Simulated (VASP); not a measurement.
# Fe: single point with PBE

Fe:

```
Fe
1.0
     2.46662    0.00000    0.00000
    -1.23331    2.13615    0.00000
     0.00000    0.00000    3.90101
Fe
2
Direct
  0.33333 0.66667 0.25000
  0.66667 0.33333 0.75000
```

This isn't the form of Fe at room conditions, which is bcc.

```yaml
Program: VASP 6.6.1
Task: single point
Functional: PBE
Potentials_or_basis: VASP PAW PBE potentials, release 64 (Fe)
Cutoff: 520 eV
k_mesh: 17 × 17 × 9
Occupations: fermi-dirac, width 0.1 eV
Spin: collinear spin, ferromagnetic start
Starting_moments: "[2.5, 2.5] μB"
```

* Pressure: -2.4 GPa
* Band gap on the k mesh: zero (filled and empty bands overlap)
* Net moment: 0.00 μB per cell
* Valence electrons inside the program's atomic spheres: Fe 7.49

Stress tensor (GPa, compression positive):
```
-2.31  0.00  0.00
 0.00 -2.31  0.00
 0.00  0.00 -2.46
```

Levels at points of the mesh, in eV from the Fermi level:
Spin up:
| k point | band 4 | band 5 | band 6 | band 7 | band 8 | band 9 | band 10 | band 11 | band 12 | band 13 |
| --- | --- | --- | --- | --- | --- | --- | --- | --- | --- | --- |
| (0.00, 0.00, 0.00) | -1.62 | -1.50 | -1.17 | -1.17 | -0.83 | -0.83 | 0.54 | 0.70 | 0.70 | 8.68 |
Spin down:
| k point | band 5 | band 6 | band 7 | band 8 | band 9 | band 10 | band 11 | band 12 |
| --- | --- | --- | --- | --- | --- | --- | --- | --- |
| (0.00, 0.00, 0.00) | -1.50 | -1.17 | -1.17 | -0.83 | -0.83 | 0.54 | 0.70 | 0.70 |

Wall time 2.6 min on 1 thread of Intel(R) Xeon(R) Platinum 8375C CPU @ 2.90GHz (Ice Lake), with other jobs on the host, peak memory 0.2 GiB.

Caveat: the moments typed at the start vanished in this run.
